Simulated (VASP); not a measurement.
# Si (P1) in VASP: single point with PBE

Aim: the single point of Si with PBE.

All numbers are computed with VASP 6.6.1; they aren't measurements. Logs are shortened: lines on timing, memory, paths and dates and some standing lists are left out, and cuts for length are marked.

### Step 1. The cell of the first run

The typed cell holds 54 atoms: a = 11.548 Å, b = 11.548 Å, c = 11.548 Å, α = 60.00°, β = 60.00°, γ = 60.00°.

### Step 2. Single point, PBE

INCAR

```
  PREC = Accurate
  ENCUT = 500
  EDIFF = 1E-6
  ISMEAR = 0
  SIGMA = 0.01
  LREAL = Auto
  LASPH = T
  NELM = 120
  ALGO = Normal
  ISIF = 2
  LWAVE = F
  LCHARG = F
  GGA = PE
  NBANDS = 141
  GGA_COMPAT = F
  KPAR = 2
  NCORE = 2
```

KPOINTS

```
regular mesh
0
Gamma
  2 2 2
```

POSCAR

```
Si
1.0
    0.0000000000      8.1655530000      8.1655530000
    8.1655530000      0.0000000000      8.1655530000
    8.1655530000      8.1655530000      0.0000000000
Si
54
Direct
    0.0836610000      0.0876630000      0.0801070000
    0.0034370000     -0.0008980000     -0.0009060000
    0.0899140000      0.0838790000      0.4165180000
    0.0025270000      0.0039030000      0.3332260000
    0.0853700000      0.0799600000      0.7487290000
   -0.0015180000     -0.0046150000      0.6614410000
    0.0776980000      0.4158400000      0.0827360000
   -0.0011100000      0.3335730000     -0.0046260000
    0.0830580000      0.4174910000      0.4192680000
   -0.0029310000      0.3319480000      0.3263530000
    0.0815890000      0.4090580000      0.7450830000
    0.0038150000      0.3257070000      0.6694330000
    0.0844690000      0.7489180000      0.0849240000
    0.0018270000      0.6702880000     -0.0007980000
    0.0812820000      0.7479060000      0.4132500000
   -0.0001560000      0.6639450000      0.3370350000
    0.0768580000      0.7462110000      0.7466980000
   -0.0072490000      0.6732560000      0.6583250000
    0.4156850000      0.0815140000      0.0890690000
    0.3264560000      0.0037130000     -0.0025340000
    0.4161290000      0.0810090000      0.4188850000
    0.3293930000     -0.0002730000      0.3345580000
    0.4230410000      0.0750020000      0.7552830000
    0.3366170000     -0.0016750000      0.6677230000
    0.4150520000      0.4223710000      0.0840590000
    0.3325870000      0.3325430000     -0.0006920000
    0.4160550000      0.4136220000      0.4237960000
    0.3267140000      0.3208440000      0.3329080000
    0.4161590000      0.4179570000      0.7492920000
    0.3328200000      0.3344850000      0.6700210000
    0.4151150000      0.7487090000      0.0900550000
    0.3351690000      0.6632530000      0.0080500000
    0.4193540000      0.7479600000      0.4125990000
    0.3343670000      0.6637840000      0.3296700000
    0.4121780000      0.7482470000      0.7538360000
    0.3318320000      0.6616460000      0.6689830000
    0.7502280000      0.0862560000      0.0874960000
    0.6660820000     -0.0005020000     -0.0001580000
    0.7460700000      0.0856510000      0.4214200000
    0.6672690000     -0.0008220000      0.3324330000
    0.7472960000      0.0805490000      0.7486120000
    0.6637500000     -0.0015150000      0.6612030000
    0.7512130000      0.4168370000      0.0793410000
    0.6587060000      0.3333060000      0.0038240000
    0.7474590000      0.4149940000      0.4146980000
    0.6689300000      0.3301610000      0.3367480000
    0.7489500000      0.4198700000      0.7501130000
    0.6658650000      0.3282130000      0.6642860000
    0.7490950000      0.7522850000      0.0841820000
    0.6642530000      0.6680860000      0.0034200000
    0.7494850000      0.7484790000      0.4153030000
    0.6694750000      0.6685310000      0.3301130000
    0.7512990000      0.7483370000      0.7473980000
    0.6709610000      0.6695110000      0.6641560000
```

Potentials or basis: VASP PAW PBE potentials, release 64 (Si).

Run with:

```
> cat potpaw_PBE.64/Si/POTCAR > POTCAR
> mpirun -np 4 vasp_std > vasp.out
```

OUTCAR:

```text
PREC = Accurate
   ENCUT = 500
   EDIFF = 1E-6
   ISMEAR = 0
   LREAL = Auto
   LASPH = T
   NELM = 120
   ISIF = 2
   GGA = PE

 ion  position               nearest neighbor table
   1  0.084  0.088  0.080-  20 2.29   8 2.32   2 2.36   4 2.39
   2  0.003  0.999  0.999-   1 2.36  13 2.36   5 2.36  37 2.39
   3  0.090  0.084  0.417-  22 2.26   6 2.32  10 2.35   4 2.36
   4  0.003  0.004  0.333-   3 2.36   1 2.39  15 2.42  39 2.42
   5  0.085  0.080  0.749-  12 2.32   2 2.36  24 2.37   6 2.44
   6  0.998  0.995  0.661-   3 2.32  17 2.35  41 2.37   5 2.44
[... 46 lines left out ...]
  53  0.751  0.748  0.747-  18 2.28  54 2.29  42 2.36  50 2.41
  54  0.671  0.670  0.664-  53 2.29  51 2.35  47 2.35  35 2.44

  LATTYP: Found a face centered cubic cell.
 ALAT       =    16.3311060000

  Lattice vectors:

 A1 = (   0.0000000000,   8.1655530000,   8.1655530000)
 A2 = (   8.1655530000,   0.0000000000,   8.1655530000)
 A3 = (   8.1655530000,   8.1655530000,   0.0000000000)

Analysis of symmetry for initial positions (statically):
=====================================================================
 Subroutine PRICEL returns:
 Original cell was already a primitive cell.

 Routine SETGRP: Setting up the symmetry group for a
 face centered cubic supercell.

 Subroutine GETGRP returns: Found  1 space group operations
 (whereof  1 operations were pure point group operations)
 out of a pool of 48 trial point group operations.

The static configuration has the point symmetry C_1 .

Analysis of symmetry for dynamics (positions and initial velocities):
=====================================================================
 Subroutine PRICEL returns:
 Original cell was already a primitive cell.

 Routine SETGRP: Setting up the symmetry group for a
 face centered cubic supercell.

 Subroutine GETGRP returns: Found  1 space group operations
 (whereof  1 operations were pure point group operations)
 out of a pool of 48 trial point group operations.

The dynamic configuration has the point symmetry C_1 .

 Subroutine INISYM returns: Found  1 space group operations
 (whereof  1 operations are pure point group operations),
 and found     1 'primitive' translations

----------------------------------------------------------------------------------------

                                     Primitive cell

  volume of cell :    1088.8970

  direct lattice vectors                    reciprocal lattice vectors
     0.000000000  8.165553000  8.165553000    -0.061232840  0.061232840  0.061232840
     8.165553000  0.000000000  8.165553000     0.061232840 -0.061232840  0.061232840
     8.165553000  8.165553000  0.000000000     0.061232840  0.061232840 -0.061232840

  length of vectors
    11.547835797 11.547835797 11.547835797     0.106058390  0.106058390  0.106058390

  position of ions in fractional coordinates (direct lattice)
     0.083661000  0.087663000  0.080107000
     0.003437000  0.999102000  0.999094000
     0.089914000  0.083879000  0.416518000
     0.002527000  0.003903000  0.333226000
     0.085370000  0.079960000  0.748729000
     0.998482000  0.995385000  0.661441000
[... 46 lines left out ...]
     0.751299000  0.748337000  0.747398000
     0.670961000  0.669511000  0.664156000

  ion indices of the primitive-cell ions
   primitive index   ion index
                 1           1
                 2           2
                 3           3
                 4           4
                 5           5
                 6           6
[... 46 lines left out ...]
                53          53
                54          54

----------------------------------------------------------------------------------------

 KPOINTS: regular mesh

Automatic generation of k-mesh.
 Grid dimensions read from file:
 generate k-points for:    2    2    2

 Generating k-lattice:

  Cartesian coordinates                     Fractional coordinates (reciprocal lattice)
    -0.030616420  0.030616420  0.030616420     0.500000000  0.000000000  0.000000000
     0.030616420 -0.030616420  0.030616420     0.000000000  0.500000000  0.000000000
     0.030616420  0.030616420 -0.030616420     0.000000000  0.000000000  0.500000000

  Length of vectors
     0.053029195  0.053029195  0.053029195

  Shift w.r.t. Gamma in fractional coordinates (k-lattice)
     0.000000000  0.000000000  0.000000000

 Subroutine IBZKPT returns following result:
 ===========================================

 Found      8 irreducible k-points:

 Following reciprocal coordinates:
            Coordinates               Weight
  0.000000  0.000000  0.000000      1.000000
  0.500000  0.000000  0.000000      1.000000
  0.000000  0.500000  0.000000      1.000000
  0.000000  0.000000  0.500000      1.000000
  0.500000  0.500000  0.500000      1.000000
  0.500000  0.500000  0.000000      1.000000
  0.000000  0.500000  0.500000      1.000000
  0.500000  0.000000  0.500000      1.000000
   k-points           NKPTS =      8   k-points in BZ     NKDIM =      8   number of bands    NBANDS=    141
   number of dos      NEDOS =    301   number of ions     NIONS =     54
   total plane-waves  NPLWV = 592704
   dimension x,y,z NGX =    84 NGY =   84 NGZ =   84
   dimension x,y,z NGXF=   168 NGYF=  168 NGZF=  168
   ions per type =              54
   NGX,Y,Z   is equivalent  to a cutoff of  12.09, 12.09, 12.09 a.u.
   NGXF,Y,Z  is equivalent  to a cutoff of  24.19, 24.19, 24.19 a.u.
 SYSTEM =  unknown system
   PREC   = accura    normal or accurate (medium, high low for compatibility)
   ISTART =      0    job   : 0-new  1-cont  2-samecut
   ICHARG =      2    charge: 1-file 2-atom 10-const
   ISPIN  =      1    spin polarized calculation?
   LNONCOLLINEAR =      F non collinear calculations
   LSORBIT =      F    spin-orbit coupling
   LASPH  =      T    aspherical Exc in radial PAW
   ENCUT  =  500.0 eV  36.75 Ry    6.06 a.u.  21.05 21.05 21.05*2*pi/ulx,y,z
   NELM   =    120;   NELMIN=  2; NELMDL= -5     # of ELM steps
   EDIFF  = 0.1E-05   stopping-criterion for ELM
   LREAL  =      T    real-space projection
   EDIFFG = 0.1E-04   stopping-criterion for IOM
   NSW    =      0    number of steps for IOM
   IBRION =     -1    ionic relax: 0-MD 1-quasi-New 2-CG
   NFREE  =      0    steps in history (QN), initial steepest desc. (CG)
   ISIF   =      2    stress and relaxation
   ISYM   =      2    0-nonsym 1-usesym 2-fastsym
   POTIM  = 0.5000    time-step for ionic-motion
   TEBEG  =    0.0;   TEEND  =   0.0 temperature during run
   PSTRESS=    0.0 pullay stress
   NELECT =     216.0000    total number of electrons
   NUPDOWN=      -1.0000    fix difference up-down
   EMIN   =  10.00;   EMAX   =-10.00  energy-range for DOS
   EFERMI =   0.00;   METHOD = LEGACY
   ISMEAR =     0;   SIGMA  =   0.01  broadening in eV -4-tet -1-fermi 0-gaus
   EFERMI_NEDOS =   21; number of points for ismear=-14 and -15
   IALGO  =     38    algorithm
   IMIX   =      4    mixing-type and parameters
     AMIX     =   0.40;   BMIX     =  1.00
     AMIX_MAG =   1.60;   BMIX_MAG =  1.00
  volume/ion in A,a.u.               =      20.16       136.08
  Fermi-wavevector in a.u.,A,eV,Ry     =   0.954766  1.804247 12.402785  0.911579
  Thomas-Fermi vector in A             =   2.083543
   LORBIT       =      0    0 simple, 1 ext, 2 COOP (PROOUT), +10 PAW based schemes
   GGA     = PE    functional components
   LHFCALC =     F    Hartree Fock is set to
   AEXX    =    0.0000 exact exchange contribution
   IVDW    =     0    specifies the selected vdW correction
   LEPSILON=     F    determine dielectric tensor
   LRPA    =     F    only Hartree local field effects (RPA)
 non-spin polarized calculation
 Gauss-broadening in eV      SIGMA  =   0.01
  energy-cutoff  :      500.00
  volume of cell :     1088.90
 maximum number of plane-waves:     27706
   NGX = 43   NGY = 43   NGZ = 43

 number of electron     215.9999998 magnetization

 Free energy of the ion-electron system (eV)
  ---------------------------------------------------
  ext. energy  EPLUGINS =         0.00000000
  ---------------------------------------------------
  free energy    TOTEN  =      -290.73811124 eV

  energy without entropy =     -290.73811124  energy(sigma->0) =     -290.73811124

 E-fermi :   5.9620     XC(G=0):  -9.3772

 val. band max:        5.8886553081   @ k =   0.0000   0.0000   0.0000
 cond. band min:       6.3963274772   @ k =   0.0000   0.0000   0.0000
 fundamental gap:      0.5076721691
 Fermi energy:         5.9619748546

 k-point     1 :       0.0000    0.0000    0.0000
  band No.  band energies     occupation
      1      -6.1694      2.00000
      2      -4.9030      2.00000
      3      -4.8908      2.00000
      4      -4.8555      2.00000
      5      -4.8238      2.00000
      6      -4.8058      2.00000
[... 112 lines left out ...]
    119       7.2851      0.00000
    120       7.2908      0.00000

 k-point     2 :       0.5000    0.0000    0.0000
  band No.  band energies     occupation
      1      -5.8216      2.00000
      2      -5.8038      2.00000
      3      -4.9764      2.00000
      4      -4.9560      2.00000
      5      -4.9008      2.00000
      6      -4.8684      2.00000
[... 734 lines left out ...]
      3      -5.2687      2.00000
      4      -5.2457      2.00000
      5      -5.2259      2.00000
      6      -5.1685      2.00000
[... 112 lines left out ...]
    119       7.8175      0.00000
    120       7.8505      0.00000
 [bands above 120 left out]

------------------------ aborting loop because EDIFF is reached ----------------------------------------

  FORCE on cell =-STRESS in cart. coord.  units (eV):
  Direction    XX          YY          ZZ          XY          YZ          ZX
  --------------------------------------------------------------------------------------
  -------------------------------------------------------------------------------------
  Total       11.4445334     10.9664803     11.3871632     -0.2762115     -2.0125668     -1.7981945
  in kB       16.8392161     16.1358201     16.7548030     -0.4064110     -2.9612433     -2.6458209
  external PRESSURE =      16.5766131 kB  Pullay stress =       0.0000000 kB

 VOLUME and BASIS-vectors are now :
 -----------------------------------------------------------------------------
  energy-cutoff  :      500.00
  volume of cell :     1088.90
      direct lattice vectors                 reciprocal lattice vectors
     0.000000000  8.165553000  8.165553000    -0.061232840  0.061232840  0.061232840
     8.165553000  0.000000000  8.165553000     0.061232840 -0.061232840  0.061232840
     8.165553000  8.165553000  0.000000000     0.061232840  0.061232840 -0.061232840

 POSITION                                       TOTAL-FORCE (eV/Angst)
 -----------------------------------------------------------------------------------
      1.36993      1.33726      1.39896         0.242139     -0.066581     -0.692193
     16.31638      8.18622      8.18629         0.221459     -0.186628     -0.118404
      4.08602      4.13530      1.41912         0.148163     -0.934232     -0.637071
      2.75284      2.74161      0.05250        -0.273777     -0.121692     -0.456807
      6.76670      6.81088      1.35001        -0.457521     -0.008066     -0.481608
     13.52890     13.55419     16.28103         0.734641      0.571653      0.206151
[... 46 lines left out ...]
     12.21350     12.23769     12.24536         0.998899     -0.012068     -0.193402
     10.89013     10.90197     10.94570        -0.080058     -0.674080     -1.043274
 -----------------------------------------------------------------------------------
    total drift:                               -0.008581      0.011971     -0.013921

  FREE ENERGIE OF THE ION-ELECTRON SYSTEM (eV)
  ---------------------------------------------------
  free  energy   TOTEN  =      -290.7381112449 eV

  energy  without entropy=     -290.7381112449  energy(sigma->0) =     -290.73811124
```

Run time: 7.6 min. Hardware: 4 MPI ranks of AMD EPYC 7R13 (Zen 3), shared host; peak memory 0.84 GiB.

Results:

```yaml
Free_energy: -290.7381 eV
Pressure: 1.7 GPa
Largest_force: 2.158 eV/Å
Band_gap_on_the_k_mesh: 0.51 eV
```

Forces in eV/Å, atoms in the order of the input:
```
Si   0.242 -0.067 -0.692
Si   0.221 -0.187 -0.118
Si   0.148 -0.934 -0.637
Si  -0.274 -0.122 -0.457
Si  -0.458 -0.008 -0.482
Si   0.735  0.572  0.206
Si  -0.267 -0.112  0.910
Si   0.010 -0.259  0.230
Si  -0.610 -0.586 -0.941
Si   1.045  0.852  0.246
Si   1.293  0.532  1.340
Si  -0.283 -1.178 -0.685
Si   0.151  0.271  0.100
Si  -0.430 -0.365 -0.603
Si   0.489  0.094  1.124
Si  -0.359 -0.742 -0.113
Si   0.166  0.707  0.494
Si  -0.907  1.107 -0.564
Si  -0.510 -0.754  0.110
Si   0.153  1.529  0.166
Si  -0.721  0.293 -0.478
Si  -0.407  1.077  0.381
Si   0.403 -1.390  0.202
Si   0.144 -0.057 -0.272
Si  -0.598 -0.065 -1.309
Si   0.439  0.101  0.097
Si  -1.064 -0.748 -0.305
Si   1.206  0.521  1.712
Si  -0.133  0.451 -0.311
Si  -0.388  0.096 -0.681
Si  -0.296 -0.799  0.715
Si   0.141 -0.892  0.466
Si   0.389  0.062 -0.336
Si   0.766  0.706 -0.627
Si  -0.234  0.442  0.263
Si   0.260 -0.698  0.491
Si  -0.940 -0.436 -0.168
Si   0.443  0.187  0.346
Si  -1.224 -0.219  0.425
Si   0.422  0.293 -0.034
Si  -0.184  0.047 -0.106
Si   0.344  1.292  0.028
Si   0.435  0.103 -0.530
Si  -0.227  0.199  0.891
Si   0.412  0.375  0.523
Si  -0.183 -1.227 -0.070
Si  -0.570  0.031 -0.473
Si   0.631  0.264  0.621
Si  -0.397  0.089  0.284
Si  -0.438 -0.045  0.206
Si   0.263  0.286  0.341
Si  -0.167 -0.005 -0.693
Si   0.999 -0.012 -0.193
Si  -0.080 -0.674 -1.043
```

Caveat: forces of over 1 eV/Å act on the atoms, so gaps and moduli don't describe the material at rest.
